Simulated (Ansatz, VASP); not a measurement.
# One calculation of BAs, two programs

Contents of INCAR:

```
  PREC = Accurate
  ENCUT = 520
  EDIFF = 1E-8
  ISMEAR = -1
  SIGMA = 0.03
  LREAL = F
  LASPH = T
  NELM = 80
  ALGO = Normal
  ISIF = 2
  LWAVE = F
  LCHARG = F
  GGA = PE
  LEFG = T
  NBANDS = 11
```

File KPOINTS:

```
regular mesh
0
Gamma
  15 15 15
```

The input POSCAR:

```
BAs
1.0
    0.0000000000      2.3885000000      2.3168450000
    2.3885000000      0.0000000000      2.3168450000
    2.3885000000      2.3885000000      0.0000000000
B As
1 1
Direct
    0.0000000000      0.0000000000      0.0000000000
    0.7500000000      0.7500000000      0.7500000000
```

Input for Ansatz:

```yaml
crystal:
  lattice:
    - [0.0, 2.3885, 2.316845]
    - [2.3885, 0.0, 2.316845]
    - [2.3885, 2.3885, 0.0]
  atoms:
    - { symbol: B, position: [0.0, 0.0, 0.0] }
    - { symbol: As, position: [0.75, 0.75, 0.75] }
kpoints:
  mp_grid: { grid: [15, 15, 15] }
scf:
  occupations: { method: fermi_dirac, width: 0.03 }
hamiltonian:
  xc: pbe
  pseudopotentials: { kind: all_electron, datasets: crystal }
output:
  forces: true
  stress: true
  eigenvalues: true
  efg: { contact_densities: true }
```

Change from the starting cell: zz strain of -3 %, crystal datasets.

Alike in both runs: task electric field gradients; functional PBE; k mesh 15 × 15 × 15; occupations fermi-dirac, width 0.03 eV; no spin polarisation.

|  | VASP | Ansatz |
| --- | --- | --- |
| version | VASP 6.6.1 | Ansatz 0.2.0 |
| potentials or method | VASP PAW PBE potentials, release 64 (B, As), cutoff 520 eV | all-electron PAW with datasets made for the crystal, scalar-relativistic |

```csv
,VASP,Ansatz,Ansatz less VASP
pressure (GPa),8.1,7.3,-0.81
"traceless stress, the component that is largest in VASP (GPa)",4.09,4.12,+0.028
size of Vzz on the site where it differs most (V/Å²),3.4,2.8,-0.53
```

Ansatz ran all-electron here, and VASP with PAW potentials.
